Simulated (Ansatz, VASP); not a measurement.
**P in VASP and in Ansatz**

INCAR

```
SYSTEM = P
PREC     = Accurate       ! precision mode
ENCUT    = 500            ! plane-wave cutoff, eV
EDIFF    = 1E-6           ! SCF threshold, eV
ISMEAR   = -1             ! smearing method
SIGMA    = 0.05           ! smearing width, eV
LREAL    = .FALSE.        ! projectors in reciprocal space
LASPH    = .TRUE.         ! aspherical terms in the spheres
NELM     = 120            ! most SCF steps
ALGO     = Normal         ! electronic algorithm
ISIF     = 2              ! what is computed and relaxed
LWAVE    = .FALSE.        ! write WAVECAR
LCHARG   = .FALSE.        ! write CHGCAR
GGA      = PS             ! functional
NBANDS   = 8              ! bands
GGA_COMPAT= .FALSE.
```

Contents of KPOINTS:

```
regular mesh
0
G
  17 17 17
  0 0 0
```

POSCAR

```
P
1.0
   -1.1545448884      1.1545448884      1.1545448884
    1.1545448884     -1.1545448884      1.1545448884
    1.1545448884      1.1545448884     -1.1545448884
P
1
Direct
    0.0000000000      0.0000000000      0.0000000000
```

Input for Ansatz:

```yaml
crystal:
  lattice:
    - [-1.1545448884, 1.1545448884, 1.1545448884]
    - [1.1545448884, -1.1545448884, 1.1545448884]
    - [1.1545448884, 1.1545448884, -1.1545448884]
  atoms:
    - { symbol: P, position: [0.0, 0.0, 0.0] }
kpoints:
  mp_grid: { grid: [17, 17, 17] }
  band_path:
    path:
      - [0.0, 0.0, 0.0]
      - [0.5, -0.5, 0.5]
      - [0.0, 0.0, 0.5]
      - [0.0, 0.0, 0.0]
      - [0.25, 0.25, 0.25]
      - [0.5, -0.5, 0.5]
      - [0.25, 0.25, 0.25]
      - [0.0, 0.0, 0.5]
    npoints: 8
scf:
  occupations: { method: fermi_dirac, width: 0.05 }
hamiltonian:
  xc: pbesol
  pseudopotentials: { kind: paw }
output:
  forces: true
  stress: true
  eigenvalues: true
  populations: true
  dos: { projected: true, de: 0.2, e_range: [-14, 8] }
```

Change from the starting cell: volume scaled by 0.45, PAW files.

Alike in both runs: task single point; functional PBEsol; k mesh 17 × 17 × 17; occupations fermi-dirac, width 0.05 eV; no spin polarisation.

|  | VASP | Ansatz |
| --- | --- | --- |
| version | VASP 6.6.1 | Ansatz 0.2.0 |
| potentials or method | VASP PAW PBE potentials, release 64 (P) | PAW with Ansatz's default frozen-core files, scalar-relativistic |
| plane-wave cutoff (eV) | 500 | 420 |
| valence electrons in the cell | 5 | 5 |

```tsv
	VASP	Ansatz	Ansatz less VASP
pressure (GPa)	439.4	441.7	+2.31
```

VASP's potentials were made for PBE, not for PBEsol. Both programs put the cell under a high pressure, so it lies far from rest at this level. The functional is the same, so the differences come from potentials, cutoffs and numerics.

Noted on VASP's run: the cell as given lies far from equilibrium.
